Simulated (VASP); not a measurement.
A run of VASP 6.6.1 is set up as follows.

File INCAR:

```
SYSTEM = SiC
PREC = Accurate
ENCUT = 600
EDIFF = 1E-6
ISMEAR = 0
SIGMA = 0.01
LREAL = .False.
LASPH = .True.
NELM = 120
ALGO = Normal
ISIF = 2
LWAVE = .False.
LCHARG = .False.
GGA = PS
NBANDS = 36
GGA_COMPAT = .False.
```

KPOINTS

```
regular mesh
0
Gamma
  14 14 3
  0 0 0
```

File POSCAR:

```
SiC
1.0
    3.0788880208      0.0000000000      0.0000000000
   -1.5394440104      2.6663952414      0.0000000000
    0.0000000000      0.0000000000     15.1070019599
Si C
6 6
Direct
    0.0000000000      0.0000000000     -0.0002788985
    0.0000000000      0.0000000000      0.4997211015
    0.3333333333      0.6666666667      0.1665074180
    0.6666666667      0.3333333333      0.6665074180
    0.6666666667      0.3333333333      0.3330017075
    0.3333333333      0.6666666667      0.8330017075
    0.3333333333      0.6666666667      0.0415069837
    0.6666666667      0.3333333333      0.5415069837
    0.6666666667      0.3333333333      0.2079983544
    0.3333333333      0.6666666667      0.7079983544
    0.0000000000      0.0000000000      0.3743644350
    0.0000000000      0.0000000000      0.8743644350
```

Potentials or basis: VASP PAW PBE potentials, release 64 (Si, C).

Launch:

```sh
$ cat potpaw_PBE.64/Si/POTCAR potpaw_PBE.64/C/POTCAR > POTCAR
$ mpirun -np 1 vasp_std > vasp.out
```

Q: What does it give for the pressure?

A: 0.2 GPa.

Q: What does it give for the largest force?

A: 0.004 eV/Å.

Forces on the atoms (eV/Å):
```
Si   0.000  0.000 -0.001
Si   0.000  0.000 -0.001
Si   0.000  0.000 -0.003
Si   0.000  0.000 -0.003
Si   0.000  0.000 -0.004
Si   0.000  0.000 -0.004
C    0.000  0.000  0.002
C    0.000  0.000  0.002
C    0.000  0.000  0.003
C    0.000  0.000  0.003
C    0.000  0.000  0.003
C    0.000  0.000  0.003
```

Caveat: the PAW data sets were made with another functional, which shifts forces and pressure a little.
